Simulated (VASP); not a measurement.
Runs of VASP 6.6.1 on CdS. The structure is that of space group P6_3mc (No. 186), or close to it. The cells are those of the table. 

```tsv
cell	gap on the mesh (eV)	pressure (GPa)	largest force (eV/Å)
a = 4.149, b = 4.149, c = 6.771 Å, angles 90.0, 90.0, 120.0°, 4 atoms	1.07	(a)	0.24
a = 4.162, b = 4.162, c = 6.794 Å, angles 90.0, 90.0, 120.0°, 4 atoms	1.05	-1.3	0.23
a = 4.135, b = 4.135, c = 6.749 Å, angles 90.0, 90.0, 120.0°, 4 atoms	(b)	-0.2	0.25
a = 4.121, b = 4.121, c = 6.726 Å, angles 90.0, 90.0, 120.0°, 4 atoms	1.11	0.5	0.27
a = 4.216, b = 4.216, c = 6.881 Å, angles 90.0, 90.0, 120.0°, 4 atoms	0.96	-3.2	0.20
a = 4.107, b = 4.107, c = 6.704 Å, angles 90.0, 90.0, 120.0°, 4 atoms	(c)	1.1	0.28
a = 4.189, b = 4.189, c = 6.838 Å, angles 90.0, 90.0, 120.0°, 4 atoms	1.00	-2.3	0.22
```

Alike in all rows: task electric field gradients; level PBEsol; potentials or basis VASP PAW PBE potentials, release 64 (Cd, S); no spin polarisation; k mesh 7 × 7 × 4; cutoff (eV) 520; smearing fermi-dirac 0.01 eV.

Task: Fill in the values left out.

Result: (a) -0.8; (b) 1.09; (c) 1.13.

Caveats: the PAW data sets were made with another functional, which shifts forces and pressure a little; the cell stands under tension (at least some runs).

A k mesh can miss the band edges, and the runs leave out spin-orbit coupling on Cd.
